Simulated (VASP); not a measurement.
SiC4:

```
Si C
1.0
    -3.35535    3.35535    1.24581
     3.35535   -3.35535    1.24581
     3.35535    3.35535   -1.24581
Si C
1 4
Direct
  0.00000 0.00000 0.00000
  0.71934 0.71934 0.43868
  0.71934 0.28066 0.00000
  0.28066 0.71934 0.00000
  0.28066 0.28066 0.56132
```

The cell was generated, and may not be a known phase.

- Program: VASP 6.6.1
- Task: relaxation of cell and atoms
- Functional: PBE
- Potentials or basis: VASP PAW PBE potentials, release 64 (Si, C)
- Cutoff: 600 eV
- k mesh: 16 × 16 × 16
- Occupations: gaussian, width 0.1 eV
- Spin: no spin polarisation

At the start: pressure -0.6 GPa; volume 11.22 Å³/atom.

**Question.** Where does the relaxation end?

**Answer.** Over 9 steps the energy falls by 5.0 meV/atom and the volume is 11.81 Å³/atom (+5.2 %); space group I4/mmm (No. 139, to 0.1 Å) before and after.

Step by step:
| step | energy change (eV) | largest force (eV/Å) | pressure (GPa) | volume (Å³) |
| --- | --- | --- | --- | --- |
| 1 | 0.0000 | 0.1834 | -0.58 | 56.10 |
| 2 | 0.0277 | 0.4515 | 7.01 | 55.76 |
| 3 | -0.0077 | 0.0056 | 1.77 | 56.00 |
| 4 | -0.0157 | 0.0702 | 1.08 | 56.80 |
| 5 | -0.0193 | 0.1706 | 0.16 | 57.90 |
| 6 | -0.0242 | 0.0734 | -0.16 | 58.65 |
| 7 | -0.0247 | 0.0318 | -0.33 | 59.06 |
| 8 | -0.0226 | 0.1331 | 1.32 | 58.97 |
| 9 | -0.0249 | 0.0033 | 0.02 | 59.04 |

Final structure:
```cif
data_structure
_symmetry_space_group_name_H-M 'P 1'
_symmetry_Int_Tables_number 1
_cell_length_a 5.0256
_cell_length_b 5.0256
_cell_length_c 5.0256
_cell_angle_alpha 93.520
_cell_angle_beta 93.520
_cell_angle_gamma 151.308
_cell_volume 59.04
loop_
_atom_site_label
_atom_site_type_symbol
_atom_site_fract_x
_atom_site_fract_y
_atom_site_fract_z
_atom_site_occupancy
Si1 Si 0.00000 0.00000 0.00000 1
C1 C 0.72175 0.72175 0.44350 1
C2 C 0.72175 0.27825 0.00000 1
C3 C 0.27825 0.72175 0.00000 1
C4 C 0.27825 0.27825 0.55650 1
```
